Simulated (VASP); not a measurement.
# Au (Fm-3m) in VASP: further runs, part 2 of 2

VASP 6.6.1. The steps go on from the part before.

**3. Single point, PBE**

This run uses another cell than the first one, of 17.19 Å³/atom.

Contents of INCAR:

```
PREC = Accurate
ENCUT = 520
EDIFF = 1E-7
ISMEAR = -1
SIGMA = 0.05
LREAL = False
LASPH = True
NELM = 60
ALGO = Fast
ISIF = 2
LWAVE = False
LCHARG = True
GGA = PE
LELF = True
LVHAR = True
NBANDS = 12
```

Contents of KPOINTS:

```
Automatic mesh
0
Gamma
  11 11 11
```

Contents of POSCAR:

```
Au
1.0
    0.0000000000      2.0484772140      2.0484772140
    2.0484772140      0.0000000000      2.0484772140
    2.0484772140      2.0484772140      0.0000000000
Au
1
Direct
    0.0000000000      0.0000000000      0.0000000000
```

Potentials or basis: VASP PAW PBE potentials, release 64 (Au).

On the command line:

```console
> cat potpaw_PBE.64/Au/POTCAR > POTCAR
> mpirun -np 1 vasp_std > vasp.out
```

OUTCAR:

```text
PREC = Accurate
   ENCUT = 520
   EDIFF = 1E-7
   ISMEAR = -1
   LREAL = False
   LASPH = True
   NELM = 60
   ISIF = 2
   GGA = PE

 ion  position               nearest neighbor table
   1  0.000  0.000  0.000-

  LATTYP: Found a face centered cubic cell.
 ALAT       =     4.0969544280

  Lattice vectors:

 A1 = (   0.0000000000,   2.0484772140,   2.0484772140)
 A2 = (   2.0484772140,   0.0000000000,   2.0484772140)
 A3 = (   2.0484772140,   2.0484772140,   0.0000000000)

Analysis of symmetry for initial positions (statically):
=====================================================================
 Subroutine PRICEL returns:
 Original cell was already a primitive cell.

 Routine SETGRP: Setting up the symmetry group for a
 face centered cubic supercell.

 Subroutine GETGRP returns: Found 48 space group operations
 (whereof 48 operations were pure point group operations)
 out of a pool of 48 trial point group operations.

The static configuration has the point symmetry O_h .

Analysis of symmetry for dynamics (positions and initial velocities):
=====================================================================
 Subroutine PRICEL returns:
 Original cell was already a primitive cell.

 Routine SETGRP: Setting up the symmetry group for a
 face centered cubic supercell.

 Subroutine GETGRP returns: Found 48 space group operations
 (whereof 48 operations were pure point group operations)
 out of a pool of 48 trial point group operations.

The dynamic configuration has the point symmetry O_h .

 Subroutine INISYM returns: Found 48 space group operations
 (whereof 48 operations are pure point group operations),
 and found     1 'primitive' translations

----------------------------------------------------------------------------------------

                                     Primitive cell

  volume of cell :      17.1919
[... 107 lines left out ...]
     AMIX_MAG =   1.60;   BMIX_MAG =  1.00
  volume/ion in A,a.u.               =      17.19       116.02
  Fermi-wavevector in a.u.,A,eV,Ry     =   1.410689  2.665816 27.076182  1.990043
  Thomas-Fermi vector in A             =   2.532617
   LORBIT       =      0    0 simple, 1 ext, 2 COOP (PROOUT), +10 PAW based schemes
   GGA     = PE    functional components
   LHFCALC =     F    Hartree Fock is set to
   AEXX    =    0.0000 exact exchange contribution
   IVDW    =     0    specifies the selected vdW correction
   LEPSILON=     F    determine dielectric tensor
   LRPA    =     F    only Hartree local field effects (RPA)
 non-spin polarized calculation
 RMM-DIIS sequential band-by-band and
  energy-cutoff  :      520.00
  volume of cell :       17.19
 maximum number of plane-waves:       483
 NGX is ok and might be reduce to    24
   NGX = 11   NGY = 11   NGZ = 11

 number of electron      11.0000000 magnetization

 Free energy of the ion-electron system (eV)
  ---------------------------------------------------
  ext. energy  EPLUGINS =         0.00000000
  ---------------------------------------------------
  free energy    TOTEN  =        -3.21428051 eV

  energy without entropy =       -3.21317013  energy(sigma->0) =       -3.21372532

 E-fermi :   9.3786     XC(G=0): -12.6639

 val. band max:        9.2256587658   @ k =   0.4545   0.3636   0.0000
 cond. band min:       9.4945842062   @ k =  -0.4545   0.0909   0.0000
 fundamental gap:      0.2689254404
 Fermi energy:         9.3786081997

 k-point     1 :       0.0000    0.0000    0.0000
  band No.  band energies     occupation
      1      -0.4340      2.00000
      2       4.6845      2.00000
      3       4.6845      2.00000
      4       4.6845      2.00000
      5       6.1747      2.00000
      6       6.1747      2.00000
      7      23.8640      0.00000
      8      27.8120      0.00000
      9      27.8120      0.00000
     10      27.8120      0.00000
     11      32.6903      0.00000
     12      37.2317      0.00000
[... 331 lines left out ...]
 k-point    24 :      -0.1818    0.1818    0.0000
  band No.  band energies     occupation
      1       2.1174      2.00000
      2       4.0885      2.00000
      3       4.8824      2.00000
      4       5.5432      2.00000
      5       5.5817      2.00000
      6       7.3633      2.00000
      7      20.6472      0.00000
      8      22.5882      0.00000
      9      26.9710      0.00000
     10      28.4888      0.00000
     11      31.0385      0.00000
     12      33.7236      0.00000

 [... further k-points ...]
[... 5 lines left out ...]
  --------------------------------------------------------------------------------------
  -------------------------------------------------------------------------------------
  Total        0.7217904      0.7217904      0.7217904     -0.0000000      0.0000000     -0.0000000
  in kB       67.2664111     67.2664111     67.2664111     -0.0000000      0.0000000     -0.0000000
  external PRESSURE =      67.2664111 kB  Pullay stress =       0.0000000 kB

 VOLUME and BASIS-vectors are now :
 -----------------------------------------------------------------------------
  energy-cutoff  :      520.00
  volume of cell :       17.19
      direct lattice vectors                 reciprocal lattice vectors
     0.000000000  2.048477214  2.048477214    -0.244083750  0.244083750  0.244083750
     2.048477214  0.000000000  2.048477214     0.244083750 -0.244083750  0.244083750
     2.048477214  2.048477214  0.000000000     0.244083750  0.244083750 -0.244083750

 POSITION                                       TOTAL-FORCE (eV/Angst)
 -----------------------------------------------------------------------------------
      0.00000      0.00000      0.00000         0.000000      0.000000      0.000000
 -----------------------------------------------------------------------------------
    total drift:                                0.000000      0.000000      0.000000

  FREE ENERGIE OF THE ION-ELECTRON SYSTEM (eV)
  ---------------------------------------------------
  free  energy   TOTEN  =        -3.2142805134 eV

  energy  without entropy=       -3.2131701258  energy(sigma->0) =       -3.21372532
```

OSZICAR:

```text
N       E                     dE             d eps       ncg     rms          rms(c)
DAV:   1     0.497340954214E+02    0.49734E+02   -0.56039E+03  1400   0.815E+02
DAV:   2    -0.277250301957E+01   -0.52507E+02   -0.49457E+02  1588   0.186E+02
DAV:   3    -0.347711339963E+01   -0.70461E+00   -0.70397E+00  1608   0.207E+01
DAV:   4    -0.347948484292E+01   -0.23714E-02   -0.23713E-02  1628   0.140E+00
DAV:   5    -0.347950239474E+01   -0.17552E-04   -0.17553E-04  1644   0.114E-01    0.912E+00
RMM:   6    -0.323428064960E+01    0.24522E+00   -0.28823E-01  1349   0.449E+00    0.577E+00
RMM:   7    -0.321630504090E+01    0.17976E-01   -0.37417E-02  1447   0.181E+00    0.275E+00
RMM:   8    -0.321429840940E+01    0.20066E-02   -0.32367E-03  1480   0.480E-01    0.316E-01
RMM:   9    -0.321427550746E+01    0.22902E-04   -0.36941E-04  1570   0.165E-01    0.113E-01
RMM:  10    -0.321427873861E+01   -0.32311E-05   -0.57708E-05  1541   0.563E-02    0.572E-02
RMM:  11    -0.321428057155E+01   -0.18329E-05   -0.13336E-05  1560   0.229E-02    0.104E-02
RMM:  12    -0.321428062642E+01   -0.54865E-07   -0.12343E-06  1413   0.682E-03    0.982E-03
RMM:  13    -0.321428045593E+01    0.17048E-06   -0.30446E-07  1310   0.329E-03    0.477E-03
RMM:  14    -0.321428051342E+01   -0.57485E-07   -0.13677E-07  1096   0.285E-03
   1 F= -.32142805E+01 E0= -.32137253E+01  d E =-.111039E-02
```

stdout:

```text
POSCAR found type information on POSCAR Au
 POSCAR found :  1 types and       1 ions
 scaLAPACK will be used
 LDA part: xc-table for (Slater+PW92), standard interpolation
 POSCAR, INCAR and KPOINTS ok, starting setup
 FFT: planning ... GRIDC
 FFT: planning ... GRID_SOFT
 FFT: planning ... GRID
 WAVECAR not read
 entering main loop
```

Wall time 12 s (1 thread of Intel Xeon Platinum 8488C (Sapphire Rapids), shared host); peak memory 0.14 GiB.

What came out:

* Free energy: -3.2143 eV
* Pressure: 6.7 GPa
* Band gap on the k mesh: zero (an odd number of electrons rules out a gap without spin polarisation)

Caveat: the cell stands under pressure; spin-orbit coupling is left out, which moves the levels of the heavy elements.

The gap in the log of VASP goes by the Fermi energy; the results here count the filled bands.